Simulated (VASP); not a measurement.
Here is a VASP 6.6.1 calculation.

Contents of INCAR:

```
SYSTEM = BP
  ALGO = Normal
  EDIFF = 1E-6
  ENCUT = 500
  GGA = PS
  GGA_COMPAT = .FALSE.
  ISIF = 2
  ISMEAR = 1
  LASPH = .TRUE.
  LCHARG = .FALSE.
  LREAL = .FALSE.
  LWAVE = .FALSE.
  NBANDS = 11
  NELM = 120
  PREC = Accurate
  SIGMA = 0.05
```

The input KPOINTS:

```
k-points
0
G
  9 9 9
  0 0 0
```

The input POSCAR:

```
BP
1.0
    0.0000000000      2.2690000000      2.2690000000
    2.2690000000      0.0000000000      2.2690000000
    2.2690000000      2.2690000000      0.0000000000
P B
1 1
Direct
    0.7500000000      0.7500000000      0.7500000000
    0.0000000000      0.0000000000      0.0000000000
```

Potentials or basis: VASP PAW PBE potentials, release 64 (P, B).

Command:

```bash
$ cat potpaw_PBE.64/P/POTCAR potpaw_PBE.64/B/POTCAR > POTCAR
$ mpirun -np 1 vasp_std > vasp.out
```

Task: Estimate the pressure.

Result: -1.8 GPa.

Task: Predict the band gap on the k mesh.

Result: 1.14 eV, indirect (least direct gap 3.36 eV).

Caveat: the PAW data sets were made with another functional, which shifts forces and pressure a little. A k mesh can miss the band edges.
